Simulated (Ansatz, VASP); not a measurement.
**One calculation of SnS2, two programs**

Contents of INCAR:

```
SYSTEM = SnS2
PREC = Accurate
ENCUT = 500
EDIFF = 1E-7
ISMEAR = -1
SIGMA = 0.1
LREAL = .False.
LASPH = .True.
NELM = 120
ALGO = Normal
ISIF = 3
LWAVE = .False.
LCHARG = .False.
GGA = PE
IVDW = 12
IBRION = 2
NSW = 80
EDIFFG = -0.01
GGA_COMPAT = .False.
NELMIN = 4
```

The input KPOINTS:

```
regular mesh
0
Gamma
  6 6 4
  0 0 0
```

POSCAR

```
SnS2
1.0
    3.6390000000      0.0000000000      0.0000000000
   -1.8195000000      3.1514664400      0.0000000000
    0.0000000000      0.0000000000      5.8680000000
Sn S
1 2
Direct
    0.0000000000      0.0000000000      0.0000000000
    0.3333333333      0.6666666667      0.2500000000
    0.6666666667      0.3333333333      0.7500000000
```

Input for Ansatz:

```yaml
crystal:
  lattice:
    - [3.639, 0.0, 0.0]
    - [-1.8195, 3.15146644, 0.0]
    - [0.0, 0.0, 5.868]
  atoms:
    - { symbol: Sn, position: [0.0, 0.0, 0.0] }
    - { symbol: S, position: [0.3333333333333333, 0.6666666666666666, 0.25] }
    - { symbol: S, position: [0.6666666666666666, 0.3333333333333333, 0.75] }
basis:
  ecutwfc: 450.0
kpoints:
  mp_grid:
    grid: [6, 6, 4]
hamiltonian:
  xc: pbe
  dispersion: d3bj
scf:
  occupations:
    method: fermi_dirac
relax:
  max_steps: 60
  cell: {}
```

Alike in both runs: task relaxation of cell and atoms; functional PBE; dispersion D3(BJ); k mesh 6 × 6 × 4; no spin polarisation.

|  | VASP | Ansatz |
| --- | --- | --- |
| version | VASP 6.6.1 | Ansatz 0.2.0 |
| potentials or method | VASP PAW PBE potentials, release 64 (Sn_d, S), cutoff 500 eV | plane waves, PAW |
| occupations | fermi-dirac, width 0.1 eV | fermi-dirac |
| valence electrons in the cell | 26 | 26 |

Ansatz gave:

```
relaxed volume (Å³/atom)                                     : 22.57
relaxed cell length with the largest relative difference (Å) : 5.804
```

Problem. What did VASP give for the same quantities?

Solution. Relaxed volume (Å³/atom): 22.52; relaxed cell length with the largest relative difference (Å): 5.794.
